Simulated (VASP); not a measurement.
# Zn (P6_3/mmc) in VASP: relaxation of cell and atoms with PBEsol

Aim: the relaxation of cell and atoms of Zn with PBEsol.

Program: VASP 6.6.1. These are calculated values, not measurements. Logs are shortened: lines on timing, memory, paths and dates and some standing lists are left out, and cuts for length are marked.

## 1. The cell of the first run

Symmetry: P6_3/mmc, No. 194, hexagonal system. Conventional cell: a = 2.614 Å, b = 2.614 Å, c = 4.873 Å, α = 90.00°, β = 90.00°, γ = 120.00°. Zn (site symmetry -6m2) has 12 Zn at 2.61 to 2.87 Å within 3.4 Å.

## 2. Relaxation of cell and atoms, PBEsol

Input file INCAR:

```
SYSTEM = Zn
PREC = Accurate
ENCUT = 600
EDIFF = 1E-6
ISMEAR = 0
SIGMA = 0.1
LREAL = .FALSE.
LASPH = .TRUE.
NELM = 100
ALGO = Fast
ISIF = 3
LWAVE = .FALSE.
LCHARG = .FALSE.
GGA = PS
IBRION = 2
NSW = 100
EDIFFG = -0.005
```

Input file KPOINTS:

```
regular mesh
0
G
  18 18 10
  0 0 0
```

Input file POSCAR:

```
Zn
1.0
    2.6143598013      0.0000000000      0.0000000000
   -1.3071799007      2.2641020026      0.0000000000
    0.0000000000      0.0000000000      4.8731610200
Zn
2
Direct
    0.3333333300      0.6666666700      0.2500000000
    0.6666666700      0.3333333300      0.7500000000
```

Potentials or basis: VASP PAW PBE potentials, release 64 (Zn).

Launch:

```sh
$ cat potpaw_PBE.64/Zn/POTCAR > POTCAR
$ mpirun -np 1 vasp_std > vasp.out
```

OUTCAR:

```text
SYSTEM = Zn
   PREC = Accurate
   ENCUT = 600
   EDIFF = 1E-6
   ISMEAR = 0
   LREAL = .FALSE.
   LASPH = .TRUE.
   NELM = 100
   ISIF = 3
   GGA = PS
   IBRION = 2
   NSW = 100
   EDIFFG = -0.005

 ion  position               nearest neighbor table
   1  0.333  0.667  0.250-   2 2.87   2 2.87   2 2.87   2 2.87   2 2.87   2 2.87
   2  0.667  0.333  0.750-   1 2.87   1 2.87   1 2.87   1 2.87   1 2.87   1 2.87

  LATTYP: Found a hexagonal cell.
 ALAT       =     2.6143598013
 C/A-ratio  =     1.8639978390

  Lattice vectors:

 A1 = (   2.6143598013,   0.0000000000,   0.0000000000)
 A2 = (  -1.3071799007,   2.2641020026,   0.0000000000)
 A3 = (   0.0000000000,   0.0000000000,   4.8731610200)

Analysis of symmetry for initial positions (statically):
=====================================================================
 Subroutine PRICEL returns:
 Original cell was already a primitive cell.

 Routine SETGRP: Setting up the symmetry group for a
 hexagonal supercell.

 Subroutine GETGRP returns: Found 24 space group operations
 (whereof 12 operations were pure point group operations)
 out of a pool of 24 trial point group operations.

The static configuration has the point symmetry D_3d.
 The point group associated with its full space group is D_6h.

Analysis of symmetry for dynamics (positions and initial velocities):
=====================================================================
 Subroutine PRICEL returns:
 Original cell was already a primitive cell.

 Routine SETGRP: Setting up the symmetry group for a
 hexagonal supercell.

 Subroutine GETGRP returns: Found 24 space group operations
 (whereof 12 operations were pure point group operations)
 out of a pool of 24 trial point group operations.

The dynamic configuration has the point symmetry D_3d.
 The point group associated with its full space group is D_6h.

 Subroutine INISYM returns: Found 24 space group operations
 (whereof 12 operations are pure point group operations),
 and found     1 'primitive' translations

----------------------------------------------------------------------------------------

                                     Primitive cell

  volume of cell :      28.8451

  direct lattice vectors                    reciprocal lattice vectors
     2.614359801  0.000000000  0.000000000     0.382502821  0.220838107  0.000000000
    -1.307179901  2.264102003  0.000000000     0.000000000  0.441676214  0.000000000
     0.000000000  0.000000000  4.873161020     0.000000000  0.000000000  0.205205614

  length of vectors
     2.614359801  2.614359801  4.873161020     0.441676214  0.441676214  0.205205614

  position of ions in fractional coordinates (direct lattice)
     0.333333330  0.666666670  0.250000000
     0.666666670  0.333333330  0.750000000

  ion indices of the primitive-cell ions
   primitive index   ion index
                 1           1
                 2           2

----------------------------------------------------------------------------------------

 KPOINTS: regular mesh

Automatic generation of k-mesh.
 Grid dimensions read from file:
 generate k-points for:   18   18   10

 Generating k-lattice:

  Cartesian coordinates                     Fractional coordinates (reciprocal lattice)
     0.021250157  0.012268784  0.000000000     0.055555556  0.000000000  0.000000000
     0.000000000  0.024537567  0.000000000     0.000000000  0.055555556  0.000000000
     0.000000000  0.000000000  0.020520561     0.000000000  0.000000000  0.100000000

  Length of vectors
     0.024537567  0.024537567  0.020520561

  Shift w.r.t. Gamma in fractional coordinates (k-lattice)
     0.000000000  0.000000000  0.000000000

 Subroutine IBZKPT returns following result:
 ===========================================

 Found    222 irreducible k-points:

 Following reciprocal coordinates:
            Coordinates               Weight
  0.000000  0.000000  0.000000      1.000000
  0.055556 -0.000000  0.000000      6.000000
  0.111111 -0.000000  0.000000      6.000000
  0.166667 -0.000000  0.000000      6.000000
  0.222222 -0.000000  0.000000      6.000000
  0.277778 -0.000000  0.000000      6.000000
[... 16 lines left out ...]
  0.333333  0.111111  0.000000     12.000000
  0.388889  0.111111  0.000000     12.000000
 [... further k-points ...]
   k-points           NKPTS =    222   k-points in BZ     NKDIM =    222   number of bands    NBANDS=     16
   number of dos      NEDOS =    301   number of ions     NIONS =      2
   total plane-waves  NPLWV =  23040
   dimension x,y,z NGX =    24 NGY =   24 NGZ =   40
   dimension x,y,z NGXF=    48 NGYF=   48 NGZF=   80
   ions per type =               2
   NGX,Y,Z   is equivalent  to a cutoff of  15.26, 15.26, 13.65 a.u.
   NGXF,Y,Z  is equivalent  to a cutoff of  30.52, 30.52, 27.29 a.u.
 SYSTEM =  Zn
   PREC   = accura    normal or accurate (medium, high low for compatibility)
   ISTART =      0    job   : 0-new  1-cont  2-samecut
   ICHARG =      2    charge: 1-file 2-atom 10-const
   ISPIN  =      1    spin polarized calculation?
   LNONCOLLINEAR =      F non collinear calculations
   LSORBIT =      F    spin-orbit coupling
   LASPH  =      T    aspherical Exc in radial PAW
   ENCUT  =  600.0 eV  44.10 Ry    6.64 a.u.   5.22  5.22  9.73*2*pi/ulx,y,z
   NELM   =    100;   NELMIN=  2; NELMDL= -5     # of ELM steps
   EDIFF  = 0.1E-05   stopping-criterion for ELM
   LREAL  =      F    real-space projection
   EDIFFG = -.5E-02   stopping-criterion for IOM
   NSW    =    100    number of steps for IOM
   IBRION =      2    ionic relax: 0-MD 1-quasi-New 2-CG
   NFREE  =      1    steps in history (QN), initial steepest desc. (CG)
   ISIF   =      3    stress and relaxation
   ISYM   =      2    0-nonsym 1-usesym 2-fastsym
   POTIM  = 0.5000    time-step for ionic-motion
   TEBEG  =    0.0;   TEEND  =   0.0 temperature during run
   PSTRESS=    0.0 pullay stress
   NELECT =      24.0000    total number of electrons
   NUPDOWN=      -1.0000    fix difference up-down
   EMIN   =  10.00;   EMAX   =-10.00  energy-range for DOS
   EFERMI =   0.00;   METHOD = LEGACY
   ISMEAR =     0;   SIGMA  =   0.10  broadening in eV -4-tet -1-fermi 0-gaus
   EFERMI_NEDOS =   21; number of points for ismear=-14 and -15
   IALGO  =     68    algorithm
   IMIX   =      4    mixing-type and parameters
     AMIX     =   0.40;   BMIX     =  1.00
     AMIX_MAG =   1.60;   BMIX_MAG =  1.00
  volume/ion in A,a.u.               =      14.42        97.33
  Fermi-wavevector in a.u.,A,eV,Ry     =   1.539765  2.909735 32.257744  2.370877
  Thomas-Fermi vector in A             =   2.645947
   LORBIT       =      0    0 simple, 1 ext, 2 COOP (PROOUT), +10 PAW based schemes
   GGA     = PS    functional components
   LHFCALC =     F    Hartree Fock is set to
   AEXX    =    0.0000 exact exchange contribution
   IVDW    =     0    specifies the selected vdW correction
   LEPSILON=     F    determine dielectric tensor
   LRPA    =     F    only Hartree local field effects (RPA)
 conjugate gradient relaxation of ions
 non-spin polarized calculation
 RMM-DIIS sequential band-by-band and
 Gauss-broadening in eV      SIGMA  =   0.10
  energy-cutoff  :      600.00
  volume of cell :       28.85
 maximum number of plane-waves:       980
 NGX is ok and might be reduce to    24
   NGX = 11   NGY = 11   NGZ = 19

--------------------------------------- Ionic step        1  -------------------------------------------

 number of electron      24.0000002 magnetization

 Free energy of the ion-electron system (eV)
  ---------------------------------------------------
  ext. energy  EPLUGINS =         0.00000000
  ---------------------------------------------------
  free energy    TOTEN  =        -3.17216643 eV

  energy without entropy =       -3.17125757  energy(sigma->0) =       -3.17171200

------------------------ aborting loop because EDIFF is reached ----------------------------------------

  FORCE on cell =-STRESS in cart. coord.  units (eV):
  Direction    XX          YY          ZZ          XY          YZ          ZX
  --------------------------------------------------------------------------------------
  -------------------------------------------------------------------------------------
  Total       -0.3043184     -0.3043184      0.0494132      0.0000000      0.0000000      0.0000000
  in kB      -16.9031141    -16.9031141      2.7446127      0.0000000      0.0000000      0.0000000
  external PRESSURE =     -10.3538718 kB  Pullay stress =       0.0000000 kB
[... 89 lines left out ...]
  FREE ENERGIE OF THE ION-ELECTRON SYSTEM (eV)
  ---------------------------------------------------
  free  energy   TOTEN  =        -3.1741584888 eV

  energy  without entropy=       -3.1732132401  energy(sigma->0) =       -3.17368586

[... ionic steps 4 to 10 ...]

--------------------------------------- Ionic step       11  -------------------------------------------

 number of electron      24.0000008 magnetization

------------------------ aborting loop because EDIFF is reached ----------------------------------------

  FORCE on cell =-STRESS in cart. coord.  units (eV):
  Direction    XX          YY          ZZ          XY          YZ          ZX
  --------------------------------------------------------------------------------------
  -------------------------------------------------------------------------------------
  Total       -0.0061378     -0.0061378      0.0524513      0.0000000     -0.0000000      0.0000000
  in kB       -0.3429350     -0.3429350      2.9305777      0.0000000     -0.0000000      0.0000000
  external PRESSURE =       0.7482359 kB  Pullay stress =       0.0000000 kB
[... 57 lines left out ...]
  energy  without entropy=       -3.1737752039  energy(sigma->0) =       -3.17434412

--------------------------------------- Ionic step       13  -------------------------------------------

 number of electron      24.0000010 magnetization

 Free energy of the ion-electron system (eV)
  ---------------------------------------------------
  ext. energy  EPLUGINS =         0.00000000
  ---------------------------------------------------
  free energy    TOTEN  =        -3.17491870 eV

  energy without entropy =       -3.17379675  energy(sigma->0) =       -3.17435773

 E-fermi :   3.3530     XC(G=0): -12.0085

 val. band max:        3.3348741677   @ k =   0.3333   0.2778   0.5000
 cond. band min:       3.4138008219   @ k =   0.1667  -0.0000   0.2000
 fundamental gap:      0.0789266542
 Fermi energy:         3.3530263842

 k-point     1 :       0.0000    0.0000    0.0000
  band No.  band energies     occupation
      1      -7.5367      2.00000
      2      -5.5619      2.00000
      3      -4.7461      2.00000
      4      -4.4613      2.00000
      5      -4.4613      2.00000
      6      -4.4103      2.00000
[... 8 lines left out ...]
     15      20.6085      0.00000
     16      22.0293      0.00000
[... 420 lines left out ...]
  band No.  band energies     occupation
      1      -5.1846      2.00000
      2      -5.0886      2.00000
      3      -4.9665      2.00000
      4      -4.4765      2.00000
      5      -4.2985      2.00000
      6      -4.2974      2.00000
[... 8 lines left out ...]
     15       9.0617      0.00000
     16      10.3773      0.00000

 [... further k-points ...]
[... 5 lines left out ...]
  --------------------------------------------------------------------------------------
  -------------------------------------------------------------------------------------
  Total        0.0012130      0.0012130     -0.0072483     -0.0000000      0.0000000      0.0000000
  in kB        0.0677674      0.0677674     -0.4049380     -0.0000000      0.0000000      0.0000000
  external PRESSURE =      -0.0898011 kB  Pullay stress =       0.0000000 kB
[... 17 lines left out ...]
  FREE ENERGIE OF THE ION-ELECTRON SYSTEM (eV)
  ---------------------------------------------------
  free  energy   TOTEN  =        -3.1749187001 eV

  energy  without entropy=       -3.1737967521  energy(sigma->0) =       -3.17435773

 reached required accuracy - stopping structural energy minimisation
```

It took 5.4 min on 1 thread of Intel Xeon Platinum 8488C (Sapphire Rapids), shared host; peak memory 0.25 GiB.

Results:

```yaml
Free_energy: -3.1749 eV
Relaxed_volume: 14.34 Å³/atom
Relaxed_cell: a = 2.594 Å, b = 2.594 Å, c = 4.922 Å, α = 90.00°, β = 90.00°, γ = 120.00°
Space_group_after_relaxing_to_0.1_Å: P6_3/mmc (No. 194)
Energy_gained_by_relaxing: 1.4 meV/atom
Ionic_steps: 13
Pressure_after_relaxing: 0.0 GPa
Band_gap_on_the_k_mesh: zero (bands 12 and 13 overlap by 4.99 eV)
```

The path:
```
step  energy change (eV)  largest force (eV/Å)  pressure (GPa)  volume (Å³)
   1              0.0000                0.0000           -1.04        28.85
   2             -0.0022                0.0000           -0.05        28.46
   3             -0.0020                0.0000            0.70        28.38
   4             -0.0021                0.0000            0.54        28.43
   5             -0.0022                0.0000            0.61        28.44
   6             -0.0025                0.0000            0.03        28.67
   7             -0.0025                0.0000           -0.36        28.74
   8             -0.0025                0.0000           -0.43        28.70
   9             -0.0025                0.0000           -0.31        28.68
  10             -0.0025                0.0000           -0.11        28.67
  11             -0.0027                0.0000            0.07        28.68
  12             -0.0027                0.0000            0.18        28.68
  13             -0.0028                0.0000           -0.01        28.68
```

Final structure:
```xyz
2
Lattice="2.5939 0.0000 0.0000 -1.2969 2.2464 0.0000 0.0000 0.0000 4.9218" Properties=species:S:1:pos:R:3 pbc="T T T"
Zn    0.0000    1.4976    1.2304
Zn    1.2969    0.7488    3.6913
```

Caveat: the PAW data sets were made with another functional, which shifts forces and pressure a little.
